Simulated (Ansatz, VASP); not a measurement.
**Two plane-wave programs on Ge**

```
Ge
1.0
     4.02269    0.00000    0.00000
    -2.01134    3.48375    0.00000
     0.00000    0.00000   18.86852
Ge
4
Direct
  0.33333 0.66667 0.27476
  0.66667 0.33333 0.23849
  0.00000 0.00000 0.51507
  0.66667 0.33333 0.47880
```

Alike in both runs: task single point; functional PBE; dispersion D3(BJ); k mesh 9 × 9 × 1; occupations gaussian, width 0.1 eV; no spin polarisation.

|  | VASP | Ansatz |
| --- | --- | --- |
| version | VASP 6.6.1 | Ansatz 0.2.0 |
| potentials or method | VASP PAW PBE potentials, release 64 (Ge_d), cutoff 520 eV | scalar-relativistic, plane waves, PAW |
| valence electrons in the cell | 56 | 56 |

|  | VASP | Ansatz | Ansatz less VASP |
| --- | --- | --- | --- |
| gap on the k mesh at the Fermi level (eV) | 0.08 | 0.08 | 0.000 |
| least direct gap on the mesh (eV) | 0.08 | 0.08 | 0.000 |
| rms of the force components (eV/Å) | 0.069 | 0.070 | +0.0005 |

Atom by atom the forces differ by 0.001 eV/Å (rms over components).
